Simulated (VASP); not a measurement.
C: single point with PBE

C:

```
C
1.0
     2.59616    0.13863    0.13863
    -1.17802    2.17903    0.05074
     0.68360    0.68360   12.80199
C
12
Direct
  0.00000 0.00000 0.18686
  0.00000 0.00000 0.68686
  0.00000 0.00000 0.31314
  0.00000 0.00000 0.81314
  0.33333 0.66667 0.52077
  0.66667 0.33333 0.02077
  0.33333 0.66667 0.97923
  0.66667 0.33333 0.47923
  0.33333 0.66667 0.64510
  0.66667 0.33333 0.14510
  0.33333 0.66667 0.85490
  0.66667 0.33333 0.35490
```

```
Program             : VASP 6.6.1
Task                : single point
Functional          : PBE
Potentials or basis : VASP PAW PBE potentials, release 64 (C)
Cutoff              : 520 eV
k mesh              : 12 × 12 × 2
Occupations         : gaussian, width 0.05 eV
Spin                : no spin polarisation
```

| Item | Value |
| --- | --- |
| Pressure | -23.9 GPa |
| Largest force | 0.876 eV/Å |
| Band gap on the k mesh | 2.21 eV (least direct gap 2.31 eV) |

Forces on the atoms (eV/Å):
```
C   -0.224 -0.001  0.007
C    0.460  0.411  0.555
C   -0.460 -0.411 -0.555
C    0.224  0.001 -0.007
C    0.444  0.536  0.531
C    0.047  0.133  0.091
C   -0.047 -0.133 -0.091
C   -0.444 -0.536 -0.531
C   -0.461 -0.532 -0.453
C   -0.028 -0.140 -0.016
C    0.028  0.140  0.016
C    0.461  0.532  0.453
```

Stress tensor (GPa, compression positive):
```
-25.59 -47.37 -44.37
-47.37 -21.72 -43.76
-44.37 -43.76 -24.49
```

Levels at points of the mesh, in eV from the valence-band top:
```
           k point  band 20  band 21  band 22  band 23  band 24  band 25  band 26  band 27  band 28  band 29
(0.00, 0.00, 0.00)    -1.53    -1.08    -0.90    -0.20     0.00     2.31     3.54     4.19     4.27     4.72
(0.50, 0.00, 0.00)    -4.57    -3.67    -3.32    -2.73    -2.23     2.50     4.08     5.71     5.84     6.24
(0.00, 0.50, 0.00)    -4.85    -4.72    -4.14    -3.58    -2.48     3.40     3.71     4.38     4.50     5.03
(0.50, 0.50, 0.00)    -5.49    -4.88    -4.79    -4.51    -3.15     2.21     2.84     2.99     3.28     3.82
(0.00, 0.00, 0.50)    -1.44    -0.98    -0.96    -0.73    -0.23     2.38     3.44     4.29     4.46     4.75
(0.50, 0.00, 0.50)    -4.24    -4.11    -3.13    -2.45    -2.40     2.22     4.84     5.41     5.97     6.21
(0.00, 0.50, 0.50)    -5.06    -4.48    -4.23    -3.47    -2.45     3.16     3.82     4.09     5.00     5.15
(0.50, 0.50, 0.50)    -5.69    -5.08    -4.79    -4.04    -3.18     2.36     2.44     3.33     3.48     3.65
```

Wall time 4.5 min on 1 thread of Intel Xeon 8259CL (shared host), peak memory 0.36 GiB.

Caveat: the cell stands under tension. A k mesh can miss the band edges.
